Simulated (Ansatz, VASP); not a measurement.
**Two plane-wave programs on BP**

```
B P
1.0
     0.00000    2.26900    2.26900
     2.26900    0.00000    2.26900
     2.26900    2.26900    0.00000
B P
1 1
Direct
  0.00000 0.00000 0.00000
  0.25000 0.25000 0.25000
```

Alike in both runs: task single point; functional BLYP; k mesh 8 × 8 × 8; no spin polarisation.

```csv
,VASP,Ansatz
version,VASP 6.6.1,Ansatz 0.2.0
potentials or method,"VASP PAW PBE potentials, release 64 (B, P), cutoff 500 eV","plane waves, PAW"
occupations,"fermi-dirac, width 0.1 eV",fermi-dirac
valence electrons in the cell,8,8
```

Ansatz gave:

- pressure (GPa): 6.0

Question: What did VASP give for the same quantities?

Answer: Pressure (GPa): 5.9.

VASP's potentials were made for PBE, not for BLYP.
